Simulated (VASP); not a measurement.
# AlGa3N4 (Pm) in VASP: a series of runs, part 2 of 2

VASP 6.6.1.

## Step 3: Single point, r2SCAN

This run uses another cell than the first one, of 11.13 Å³/atom, 1.010 times its volume.

File POSCAR:

```
AlGa3N4
1.0
    5.1389202027      0.0000000000      0.0000171871
    0.0000000000      3.1634143065      0.0000000000
   -0.0036943801      0.0000000000      5.4769945785
Al Ga N
1 3 4
Direct
    0.0005828856      0.5000000000      0.6672982355
    0.4991712867      0.5000000000      0.3350606990
    0.4992511921      0.0000000000      0.8314570702
    0.9998609978      0.0000000000      0.1661913850
    0.1194130437      0.5000000000      0.3406010341
    0.1173310430      0.0000000000      0.8259310374
    0.6202395493      0.0000000000      0.1661937142
    0.6317500118      0.5000000000      0.6672678245
```

File INCAR.step1:

```
SYSTEM = AlGa3N4
ALGO     = Normal         ! electronic algorithm
EDIFF    = 1E-4           ! SCF threshold, eV
ENCUT    = 520            ! plane-wave cutoff, eV
GGA      = PE             ! functional
ISMEAR   = 0              ! smearing method
LASPH    = .TRUE.         ! aspherical terms in the spheres
LCHARG   = .FALSE.        ! write CHGCAR
LREAL    = .FALSE.        ! projectors in reciprocal space
LWAVE    = .TRUE.         ! write WAVECAR
NBANDS   = 41             ! bands
NELM     = 100            ! most SCF steps
PREC     = Accurate       ! precision mode
SIGMA    = 0.02           ! smearing width, eV
```

File INCAR.step2:

```
SYSTEM = AlGa3N4
ALGO     = Normal         ! electronic algorithm
EDIFF    = 1E-6           ! SCF threshold, eV
ENCUT    = 520            ! plane-wave cutoff, eV
ISIF     = 2              ! what is computed and relaxed
ISMEAR   = 0              ! smearing method
ISTART   = 1            
LASPH    = .TRUE.         ! aspherical terms in the spheres
LCHARG   = .TRUE.         ! write CHGCAR
LELF     = .TRUE.         ! ELF
LMIXTAU  = .TRUE.       
LREAL    = .FALSE.        ! projectors in reciprocal space
LVHAR    = .TRUE.       
LWAVE    = .FALSE.        ! write WAVECAR
METAGGA  = R2SCAN         ! meta-GGA
NBANDS   = 41             ! bands
NELM     = 100            ! most SCF steps
PREC     = Accurate       ! precision mode
SIGMA    = 0.02           ! smearing width, eV
```

File KPOINTS:

```
k-points
0
G
  6 8 4
  0 0 0
```

Potentials or basis: VASP PAW PBE potentials, release 64 (Al, Ga_d, N).

Command:

```console
cat potpaw_PBE.64/Al/POTCAR potpaw_PBE.64/Ga_d/POTCAR potpaw_PBE.64/N/POTCAR > POTCAR
cp INCAR.step1 INCAR
mpirun -np 1 vasp_std > vasp.out
cp INCAR.step2 INCAR
mpirun -np 1 vasp_std > vasp.out
```

OUTCAR:

```text
SYSTEM = AlGa3N4
   EDIFF = 1E-6
   ENCUT = 520
   ISIF = 2
   ISMEAR = 0
   ISTART = 1
   LASPH = .TRUE.
   LREAL = .FALSE.
   METAGGA = R2SCAN
   NELM = 100
   PREC = Accurate

 ion  position               nearest neighbor table
   1  0.001  0.500  0.667-   5 1.89   8 1.90   6 1.90   6 1.90   3 3.14   3 3.14
   2  0.499  0.500  0.335-   7 1.94   7 1.94   8 1.94   5 1.95
   3  0.499  0.000  0.831-   7 1.94   8 1.94   8 1.94   6 1.96   1 3.14   1 3.14
   4  1.000  0.000  0.166-   5 1.95   5 1.95   7 1.95   6 1.96
   5  0.119  0.500  0.341-   1 1.89   4 1.95   4 1.95   2 1.95
   6  0.117  0.000  0.826-   1 1.90   1 1.90   4 1.96   3 1.96
   7  0.620  0.000  0.166-   2 1.94   2 1.94   3 1.94   4 1.95
   8  0.632  0.500  0.667-   1 1.90   2 1.94   3 1.94   3 1.94

  LATTYP: Found a simple monoclinic cell.
 ALAT       =     5.1389202027
 B/A-ratio  =     0.6155795735
 C/A-ratio  =     1.0657872877
 COS(beta)  =    -0.0006711822

  Lattice vectors:

 A1 = (   5.1389202027,   0.0000000000,   0.0000171871)
 A2 = (   0.0000000000,   3.1634143065,   0.0000000000)
 A3 = (  -0.0036943801,   0.0000000000,   5.4769945785)

Analysis of symmetry for initial positions (statically):
[... 189 lines left out ...]
 cond. band min:       8.1923150829   @ k =   0.0000   0.0000   0.0000
 fundamental gap:      2.8849276770
 Fermi energy:         5.4315086535

 k-point     1 :       0.0000    0.0000    0.0000
  band No.  band energies     occupation
      1     -11.3252      2.00000
      2     -10.3103      2.00000
      3     -10.1134      2.00000
      4      -9.8074      2.00000
      5      -8.3374      2.00000
      6      -8.3367      2.00000
[... 1045 lines left out ...]
     40      16.1476      0.00000
     41      16.4435      0.00000

 [... further k-points ...]
[... 5 lines left out ...]
  --------------------------------------------------------------------------------------
  -------------------------------------------------------------------------------------
  Total        0.4136250      0.3725329      0.4527119      0.0000000      0.0000000      0.0053172
  in kB        7.4429837      6.7035522      8.1463345      0.0000000      0.0000000      0.0956799
  external PRESSURE =       7.4309568 kB  Pullay stress =       0.0000000 kB

 VOLUME and BASIS-vectors are now :
 -----------------------------------------------------------------------------
  energy-cutoff  :      520.00
  volume of cell :       89.04
      direct lattice vectors                 reciprocal lattice vectors
     5.138920203  0.000000000  0.000017187     0.194593408  0.000000000  0.000131258
     0.000000000  3.163414306  0.000000000     0.000000000  0.316114142  0.000000000
    -0.003694380  0.000000000  5.476994579    -0.000000611  0.000000000  0.182581886

 POSITION                                       TOTAL-FORCE (eV/Angst)
 -----------------------------------------------------------------------------------
      0.00053      1.58171      3.65479        -0.005913      0.000000     -0.003973
      2.56396      1.58171      1.83513        -0.004068      0.000000      0.003919
      2.56254      0.00000      4.55389        -0.009469      0.000000      0.004616
      5.13759      0.00000      0.91025        -0.001209      0.000000     -0.007021
      0.61240      1.58171      1.86547        -0.021521      0.000000      0.078024
      0.59990      0.00000      4.52362        -0.045782      0.000000     -0.072036
      3.18675      0.00000      0.91025         0.002301      0.000000     -0.003707
      3.24405      1.58171      3.65463         0.085660      0.000000      0.000177
 -----------------------------------------------------------------------------------
    total drift:                               -0.025405      0.000000      0.002743

  FREE ENERGIE OF THE ION-ELECTRON SYSTEM (eV)
  ---------------------------------------------------
  free  energy   TOTEN  =       -84.9290355604 eV

  energy  without entropy=      -84.9290355604  energy(sigma->0) =      -84.92903556
```

OUTCAR.step1:

```text
SYSTEM = AlGa3N4
   EDIFF = 1E-4
   ENCUT = 520
   GGA = PE
   ISMEAR = 0
   LASPH = .TRUE.
   LREAL = .FALSE.
   NELM = 100
[... 1302 lines left out ...]
      0.59990      0.00000      4.52362        -0.057522      0.000000     -0.089201
      3.18675      0.00000      0.91025         0.003276      0.000000     -0.001262
      3.24405      1.58171      3.65463         0.099051      0.000000      0.002988
 -----------------------------------------------------------------------------------
    total drift:                               -0.002638      0.000000      0.002339

  FREE ENERGIE OF THE ION-ELECTRON SYSTEM (eV)
  ---------------------------------------------------
  free  energy   TOTEN  =       -51.2919232034 eV

  energy  without entropy=      -51.2919232034  energy(sigma->0) =      -51.29192320
```

Wall time 5.7 min (1 thread of Intel Xeon 6975P-C (Granite Rapids), shared host); peak memory 0.34 GiB.

Results:

```yaml
Free_energy: -84.9290 eV
Pressure: 0.7 GPa
Largest_force: 0.086 eV/Å
Band_gap_on_the_k_mesh: 2.88 eV, direct
```

Forces in eV/Å, atoms in the order of the input:
```
Al  -0.006  0.000 -0.004
Ga  -0.004  0.000  0.004
Ga  -0.009  0.000  0.005
Ga  -0.001  0.000 -0.007
N   -0.022  0.000  0.078
N   -0.046  0.000 -0.072
N    0.002  0.000 -0.004
N    0.086  0.000  0.000
```

Stress tensor (GPa, compression positive):
```
0.74 0.00 0.01
0.00 0.67 0.00
0.01 0.00 0.81
```

Caveat: the PAW data sets were made with another functional, which shifts forces and pressure a little.
